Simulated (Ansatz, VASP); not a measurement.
## One calculation of ZnSnN2, two programs

File INCAR:

```
PREC     = Accurate       # precision mode
ENCUT    = 520            # plane-wave cutoff, eV
EDIFF    = 1E-7           # SCF threshold, eV
ISMEAR   = -1             # smearing method
SIGMA    = 0.02           # smearing width, eV
LREAL    = F              # projectors in reciprocal space
LASPH    = T              # aspherical terms in the spheres
NELM     = 80             # most SCF steps
ALGO     = Normal         # electronic algorithm
ISIF     = 2              # what is computed and relaxed
LWAVE    = F              # write WAVECAR
LCHARG   = T              # write CHGCAR
GGA      = PE             # functional
LELF     = T              # ELF
LVHAR    = T            
NBANDS   = 26             # bands
```

KPOINTS

```
regular mesh
0
Gamma
  6 6 4
```

POSCAR

```
ZnSnN2
1.0
    3.3791808438      0.0000000000      0.0000000000
    0.0000000000      3.3791808438      0.0000000000
    0.0000000000      0.0000000000      4.7160930564
Zn N Sn
1 2 1
Direct
    0.0000000000      0.0000000000      0.0000000000
    0.0000000000      0.5000000000      0.2443005681
    0.5000000000      0.0000000000      0.7556994319
    0.5000000000      0.5000000000      0.5000000000
```

Input for Ansatz:

```yaml
crystal:
  lattice:
    - [3.3791808438, 0.0, 0.0]
    - [0.0, 3.3791808438, 0.0]
    - [0.0, 0.0, 4.7160930564]
  atoms:
    - { symbol: Zn, position: [0.0, 0.0, 0.0] }
    - { symbol: "N", position: [0.0, 0.5, 0.2443005681] }
    - { symbol: Sn, position: [0.5, 0.5, 0.5] }
    - { symbol: "N", position: [0.5, 0.0, 0.7556994319] }
kpoints:
  mp_grid: { grid: [6, 6, 4] }
hamiltonian:
  xc: pbe
scf:
  occupations: { method: fermi_dirac, width: 0.02 }
  n_extra_bands: 5
output:
  forces: true
  stress: true
  eigenvalues: true
```

Alike in both runs: task single point; functional PBE; k mesh 6 × 6 × 4; occupations fermi-dirac, width 0.02 eV; no spin polarisation.

|  | VASP | Ansatz |
| --- | --- | --- |
| version | VASP 6.6.1 | Ansatz 0.2.0 |
| potentials or method | VASP PAW PBE potentials, release 64 (Zn, N, Sn_d) | plane waves, PAW |
| plane-wave cutoff (eV) | 520 | 420 |
| valence electrons in the cell | 36 | 36 |

|  | VASP | Ansatz | Ansatz less VASP |
| --- | --- | --- | --- |
| pressure (GPa) | 4.9 | 4.6 | -0.33 |
| rms of the force components (eV/Å) | 0.033 | 0.043 | +0.0098 |
